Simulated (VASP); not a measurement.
# Ge2Sb: single point with PBE

The system is Ge2Sb.

```
Ge Sb
1.0
     3.87750    0.00000    0.00000
    -1.93875    3.35801    0.00000
     0.00000    0.00000    5.32689
Ge Sb
2 1
Direct
  0.33333 0.66667 0.79982
  0.66667 0.33333 0.20018
  0.00000 0.00000 0.50000
```

```json
{
  "Program": "VASP 6.6.1",
  "Task": "single point",
  "Functional": "PBE",
  "Potentials or basis": "VASP PAW PBE potentials, release 64 (Ge_d, Sb)",
  "Cutoff": "520 eV",
  "k mesh": "6 × 6 × 4",
  "Occupations": "gaussian, width 0.1 eV",
  "Spin": "no spin polarisation",
  "Dipole correction": "no",
  "Further INCAR settings": "ALGO = Normal; EDIFF = 1e-06; NBANDS = 24"
}
```

| Quantity | Value |
| --- | --- |
| Pressure | 4.6 GPa |
| Largest force | 1.275 eV/Å |

Forces on the atoms (eV/Å):
```
Ge   0.000  0.000  1.275
Ge   0.000  0.000 -1.275
Sb   0.000  0.000  0.000
```

Stress tensor (GPa, compression positive):
```
6.48 0.00 0.00
0.00 6.48 0.00
0.00 0.00 0.82
```

Levels at points of the mesh, in eV from the Fermi level:
```csv
k point,band 14,band 15,band 16,band 17,band 18,band 19
"(0.00, 0.00, 0.00)",-0.31,-0.31,0.90,0.90,1.67,2.07
"(0.50, 0.00, 0.00)",-3.73,-3.09,-2.76,-1.87,2.14,2.35
"(0.00, 0.00, 0.50)",-1.40,-0.33,-0.33,1.91,1.91,2.90
"(0.50, 0.00, 0.50)",-5.56,-2.14,-0.60,-0.53,-0.09,3.15
```

Run time: 30 s on 1 thread of Intel Xeon 6975P-C (shared host), peak memory 0.2 GiB.

Caveat: spin-orbit coupling is left out, which moves the levels of the heavy elements; forces of over 1 eV/Å act on the atoms, so gaps and moduli don't describe the material at rest.
